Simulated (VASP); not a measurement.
# GaCuC4N4 (P-43m) in VASP: single point with PBE

Aim: the single point of GaCuC4N4 with PBE.

Program: VASP 6.6.1. These are calculated values, not measurements. Logs are shortened: lines on timing, memory, paths and dates and some standing lists are left out, and cuts for length are marked.

## (1) The cell of the first run

The structure is cubic, space group P-43m (No. 215). The conventional cell has a = 5.751 Å, b = 5.751 Å, c = 5.751 Å, α = 90.00°, β = 90.00°, γ = 90.00°. Ga (site symmetry -43m) has 4 N at 1.88 Å within 2.5 Å. Within 2.6 Å of Cu (site symmetry -43m) lie 4 C at 1.92 Å. Within 1.6 Å of C (site symmetry 3m) lie 1 N at 1.17 Å. N (site symmetry 3m) has 1 C at 1.17 Å within 1.6 Å.

## (2) Single point, PBE

INCAR

```
PREC = Accurate ; ENCUT = 820
EDIFF = 1E-6 ; ISMEAR = 0
SIGMA = 0.02 ; LREAL = False
LASPH = True ; NELM = 120
ALGO = Normal ; ISIF = 2
LWAVE = False ; LCHARG = True
GGA = PE ; LELF = True
LVHAR = True ; NBANDS = 45
GGA_COMPAT = False
```

KPOINTS

```
regular mesh
0
Gamma
  4 4 4
```

POSCAR

```
GaCuC4N4
1.0
    5.7513983840      0.0000000000      0.0000000000
    0.0000000000      5.7513983840      0.0000000000
    0.0000000000      0.0000000000      5.7513983840
Ga Cu C N
1 1 4 4
Direct
    0.5000000000      0.5000000000      0.5000000000
    0.0000000000      0.0000000000      0.0000000000
    0.1931152720      0.1931152720      0.1931152720
    0.1931152720      0.8068847280      0.8068847280
    0.8068847280      0.1931152720      0.8068847280
    0.8068847280      0.8068847280      0.1931152720
    0.3108832560      0.3108832560      0.3108832560
    0.3108832560      0.6891167440      0.6891167440
    0.6891167440      0.3108832560      0.6891167440
    0.6891167440      0.6891167440      0.3108832560
```

Potentials or basis: VASP PAW PBE potentials, release 64 (Ga_d, Cu_sv_GW, C, N).

Started as:

```sh
cat potpaw_PBE.64/Ga_d/POTCAR potpaw_PBE.64/Cu_sv_GW/POTCAR potpaw_PBE.64/C/POTCAR potpaw_PBE.64/N/POTCAR > POTCAR
mpirun -np 1 vasp_std > vasp.out
```

OUTCAR:

```text
PREC = Accurate
   ENCUT = 820
   EDIFF = 1E-6
   ISMEAR = 0
   LREAL = False
   LASPH = True
   NELM = 120
   ISIF = 2
   GGA = PE

 ion  position               nearest neighbor table
   1  0.500  0.500  0.500-   7 1.88   8 1.88   9 1.88  10 1.88
   2  0.000  0.000  0.000-   3 1.92   4 1.92   5 1.92   6 1.92
   3  0.193  0.193  0.193-   7 1.17   2 1.92
   4  0.193  0.807  0.807-   8 1.17   2 1.92
   5  0.807  0.193  0.807-   9 1.17   2 1.92
   6  0.807  0.807  0.193-  10 1.17   2 1.92
   7  0.311  0.311  0.311-   3 1.17   1 1.88
   8  0.311  0.689  0.689-   4 1.17   1 1.88
   9  0.689  0.311  0.689-   5 1.17   1 1.88
  10  0.689  0.689  0.311-   6 1.17   1 1.88

  LATTYP: Found a simple cubic cell.
 ALAT       =     5.7513983840

  Lattice vectors:

 A1 = (   5.7513983840,   0.0000000000,   0.0000000000)
 A2 = (   0.0000000000,   5.7513983840,   0.0000000000)
 A3 = (   0.0000000000,   0.0000000000,   5.7513983840)

Analysis of symmetry for initial positions (statically):
=====================================================================
 Subroutine PRICEL returns:
 Original cell was already a primitive cell.

 Routine SETGRP: Setting up the symmetry group for a
 simple cubic supercell.

 Subroutine GETGRP returns: Found 24 space group operations
 (whereof 24 operations were pure point group operations)
 out of a pool of 48 trial point group operations.

The static configuration has the point symmetry T_d .

Analysis of symmetry for dynamics (positions and initial velocities):
=====================================================================
 Subroutine PRICEL returns:
 Original cell was already a primitive cell.

 Routine SETGRP: Setting up the symmetry group for a
 simple cubic supercell.

 Subroutine GETGRP returns: Found 24 space group operations
 (whereof 24 operations were pure point group operations)
 out of a pool of 48 trial point group operations.

The dynamic configuration has the point symmetry T_d .

 Subroutine INISYM returns: Found 24 space group operations
 (whereof 24 operations are pure point group operations),
 and found     1 'primitive' translations

----------------------------------------------------------------------------------------

                                     Primitive cell

  volume of cell :     190.2481

  direct lattice vectors                    reciprocal lattice vectors
     5.751398384  0.000000000  0.000000000     0.173870759  0.000000000  0.000000000
     0.000000000  5.751398384  0.000000000     0.000000000  0.173870759  0.000000000
     0.000000000  0.000000000  5.751398384     0.000000000  0.000000000  0.173870759

  length of vectors
     5.751398384  5.751398384  5.751398384     0.173870759  0.173870759  0.173870759

  position of ions in fractional coordinates (direct lattice)
     0.500000000  0.500000000  0.500000000
     0.000000000  0.000000000  0.000000000
     0.193115272  0.193115272  0.193115272
     0.193115272  0.806884728  0.806884728
     0.806884728  0.193115272  0.806884728
     0.806884728  0.806884728  0.193115272
     0.310883256  0.310883256  0.310883256
     0.310883256  0.689116744  0.689116744
     0.689116744  0.310883256  0.689116744
     0.689116744  0.689116744  0.310883256

  ion indices of the primitive-cell ions
   primitive index   ion index
                 1           1
                 2           2
                 3           3
                 4           4
                 5           5
                 6           6
                 7           7
                 8           8
                 9           9
                10          10

----------------------------------------------------------------------------------------

 KPOINTS: regular mesh

Automatic generation of k-mesh.
 Grid dimensions read from file:
 generate k-points for:    4    4    4

 Generating k-lattice:

  Cartesian coordinates                     Fractional coordinates (reciprocal lattice)
     0.043467690  0.000000000  0.000000000     0.250000000  0.000000000  0.000000000
     0.000000000  0.043467690  0.000000000     0.000000000  0.250000000  0.000000000
     0.000000000  0.000000000  0.043467690     0.000000000  0.000000000  0.250000000

  Length of vectors
     0.043467690  0.043467690  0.043467690

  Shift w.r.t. Gamma in fractional coordinates (k-lattice)
     0.000000000  0.000000000  0.000000000

 Subroutine IBZKPT returns following result:
 ===========================================

 Found     10 irreducible k-points:

 Following reciprocal coordinates:
            Coordinates               Weight
  0.000000  0.000000  0.000000      1.000000
  0.250000  0.000000  0.000000      6.000000
  0.500000  0.000000  0.000000      3.000000
  0.250000  0.250000  0.000000     12.000000
  0.500000  0.250000  0.000000     12.000000
  0.500000  0.500000  0.000000      3.000000
  0.250000  0.250000  0.250000      8.000000
  0.500000  0.250000  0.250000     12.000000
  0.500000  0.500000  0.250000      6.000000
  0.500000  0.500000  0.500000      1.000000
   k-points           NKPTS =     10   k-points in BZ     NKDIM =     10   number of bands    NBANDS=     45
   number of dos      NEDOS =    301   number of ions     NIONS =     10
   total plane-waves  NPLWV = 157464
   dimension x,y,z NGX =    54 NGY =   54 NGZ =   54
   dimension x,y,z NGXF=   108 NGYF=  108 NGZF=  108
   ions per type =               1   1   4   4
   NGX,Y,Z   is equivalent  to a cutoff of  15.61, 15.61, 15.61 a.u.
   NGXF,Y,Z  is equivalent  to a cutoff of  31.22, 31.22, 31.22 a.u.
 SYSTEM =  unknown system
   PREC   = accura    normal or accurate (medium, high low for compatibility)
   ISTART =      0    job   : 0-new  1-cont  2-samecut
   ICHARG =      2    charge: 1-file 2-atom 10-const
   ISPIN  =      1    spin polarized calculation?
   LNONCOLLINEAR =      F non collinear calculations
   LSORBIT =      F    spin-orbit coupling
   LASPH  =      T    aspherical Exc in radial PAW
   ENCUT  =  820.0 eV  60.27 Ry    7.76 a.u.  13.43 13.43 13.43*2*pi/ulx,y,z
   NELM   =    120;   NELMIN=  2; NELMDL= -5     # of ELM steps
   EDIFF  = 0.1E-05   stopping-criterion for ELM
   LREAL  =      F    real-space projection
   EDIFFG = 0.1E-04   stopping-criterion for IOM
   NSW    =      0    number of steps for IOM
   IBRION =     -1    ionic relax: 0-MD 1-quasi-New 2-CG
   NFREE  =      0    steps in history (QN), initial steepest desc. (CG)
   ISIF   =      2    stress and relaxation
   ISYM   =      2    0-nonsym 1-usesym 2-fastsym
   POTIM  = 0.5000    time-step for ionic-motion
   TEBEG  =    0.0;   TEEND  =   0.0 temperature during run
   PSTRESS=    0.0 pullay stress
   NELECT =      68.0000    total number of electrons
   NUPDOWN=      -1.0000    fix difference up-down
   EMIN   =  10.00;   EMAX   =-10.00  energy-range for DOS
   EFERMI =   0.00;   METHOD = LEGACY
   ISMEAR =     0;   SIGMA  =   0.02  broadening in eV -4-tet -1-fermi 0-gaus
   EFERMI_NEDOS =   21; number of points for ismear=-14 and -15
   IALGO  =     38    algorithm
   IMIX   =      4    mixing-type and parameters
     AMIX     =   0.40;   BMIX     =  1.00
     AMIX_MAG =   1.60;   BMIX_MAG =  1.00
  volume/ion in A,a.u.               =      19.02       128.39
  Fermi-wavevector in a.u.,A,eV,Ry     =   1.161817  2.195516 18.365395  1.349818
  Thomas-Fermi vector in A             =   2.298385
   LORBIT       =      0    0 simple, 1 ext, 2 COOP (PROOUT), +10 PAW based schemes
   GGA     = PE    functional components
   LHFCALC =     F    Hartree Fock is set to
   AEXX    =    0.0000 exact exchange contribution
   IVDW    =     0    specifies the selected vdW correction
   LEPSILON=     F    determine dielectric tensor
   LRPA    =     F    only Hartree local field effects (RPA)
 non-spin polarized calculation
 Gauss-broadening in eV      SIGMA  =   0.02
  energy-cutoff  :      820.00
  volume of cell :      190.25
 maximum number of plane-waves:     10171
 NGX is ok and might be reduce to    54
   NGX = 27   NGY = 27   NGZ = 27

 number of electron      67.9999992 magnetization

 Free energy of the ion-electron system (eV)
  ---------------------------------------------------
  ext. energy  EPLUGINS =         0.00000000
  ---------------------------------------------------
  free energy    TOTEN  =       -74.25768655 eV

  energy without entropy =      -74.25768655  energy(sigma->0) =      -74.25768655

 E-fermi :  -0.8567     XC(G=0):  -7.4935

 val. band max:       -1.2059558432   @ k =   0.5000   0.5000   0.0000
 cond. band min:       2.8101491861   @ k =   0.2500   0.2500   0.2500
 fundamental gap:      4.0161050293
 Fermi energy:        -0.8567083063

 k-point     1 :       0.0000    0.0000    0.0000
  band No.  band energies     occupation
      1    -112.5327      2.00000
      2     -69.8836      2.00000
      3     -69.8836      2.00000
      4     -69.8836      2.00000
      5     -18.6682      2.00000
      6     -18.4869      2.00000
[... 37 lines left out ...]
     44       5.0066      0.00000
     45       8.5144      0.00000

 k-point     2 :       0.2500    0.0000    0.0000
  band No.  band energies     occupation
      1    -112.5327      2.00000
      2     -69.8837      2.00000
      3     -69.8836      2.00000
      4     -69.8836      2.00000
      5     -18.6509      2.00000
      6     -18.5038      2.00000
[... 37 lines left out ...]
     44       5.2248      0.00000
     45       7.3805      0.00000

 k-point     3 :       0.5000    0.0000    0.0000
  band No.  band energies     occupation
      1    -112.5327      2.00000
      2     -69.8837      2.00000
      3     -69.8837      2.00000
      4     -69.8836      2.00000
      5     -18.6282      2.00000
      6     -18.5261      2.00000
[... 325 lines left out ...]
     44       6.8596      0.00000
     45       6.8903      0.00000

 k-point    10 :       0.5000    0.5000    0.5000
  band No.  band energies     occupation
      1    -112.5326      2.00000
      2     -69.8835      2.00000
      3     -69.8835      2.00000
      4     -69.8835      2.00000
      5     -18.6034      2.00000
      6     -18.5064      2.00000
[... 37 lines left out ...]
     44       6.6695      0.00000
     45       6.6696      0.00000

------------------------ aborting loop because EDIFF is reached ----------------------------------------

  FORCE on cell =-STRESS in cart. coord.  units (eV):
  Direction    XX          YY          ZZ          XY          YZ          ZX
  --------------------------------------------------------------------------------------
  -------------------------------------------------------------------------------------
  Total        0.2371019      0.2371019      0.2371019      0.0000000     -0.0000000      0.0000000
  in kB        1.9967573      1.9967573      1.9967573      0.0000000     -0.0000000      0.0000000
  external PRESSURE =       1.9967573 kB  Pullay stress =       0.0000000 kB

 VOLUME and BASIS-vectors are now :
 -----------------------------------------------------------------------------
  energy-cutoff  :      820.00
  volume of cell :      190.25
      direct lattice vectors                 reciprocal lattice vectors
     5.751398384  0.000000000  0.000000000     0.173870759  0.000000000  0.000000000
     0.000000000  5.751398384  0.000000000     0.000000000  0.173870759  0.000000000
     0.000000000  0.000000000  5.751398384     0.000000000  0.000000000  0.173870759

 POSITION                                       TOTAL-FORCE (eV/Angst)
 -----------------------------------------------------------------------------------
      2.87570      2.87570      2.87570        -0.000000     -0.000000      0.000000
      0.00000      0.00000      0.00000        -0.000000     -0.000000      0.000000
      1.11068      1.11068      1.11068        -0.206392     -0.206392     -0.206392
      1.11068      4.64072      4.64072        -0.206392      0.206392      0.206392
      4.64072      1.11068      4.64072         0.206392     -0.206392      0.206392
      4.64072      4.64072      1.11068         0.206392      0.206392     -0.206392
      1.78801      1.78801      1.78801         0.212816      0.212816      0.212816
      1.78801      3.96338      3.96338         0.212816     -0.212816     -0.212816
      3.96338      1.78801      3.96338        -0.212816      0.212816     -0.212816
      3.96338      3.96338      1.78801        -0.212816     -0.212816      0.212816
 -----------------------------------------------------------------------------------
    total drift:                                0.000000      0.000000      0.000000

  FREE ENERGIE OF THE ION-ELECTRON SYSTEM (eV)
  ---------------------------------------------------
  free  energy   TOTEN  =       -74.2576865478 eV

  energy  without entropy=      -74.2576865478  energy(sigma->0) =      -74.25768655
```

Run time: 4.6 min. Hardware: 1 thread of AMD EPYC 7R43 (Zen 3), shared host; peak memory 0.48 GiB.

What came out:

| Item | Value |
| --- | --- |
| Free energy | -74.2577 eV |
| Pressure | 0.2 GPa |
| Largest force | 0.369 eV/Å |
| Band gap on the k mesh | 4.02 eV (least direct gap 4.11 eV) |

Forces on the atoms (eV/Å):
```
Ga   0.000  0.000  0.000
Cu   0.000  0.000  0.000
C   -0.206 -0.206 -0.206
C   -0.206  0.206  0.206
C    0.206 -0.206  0.206
C    0.206  0.206 -0.206
N    0.213  0.213  0.213
N    0.213 -0.213 -0.213
N   -0.213  0.213 -0.213
N   -0.213 -0.213  0.213
```

A k mesh can miss the band edges.
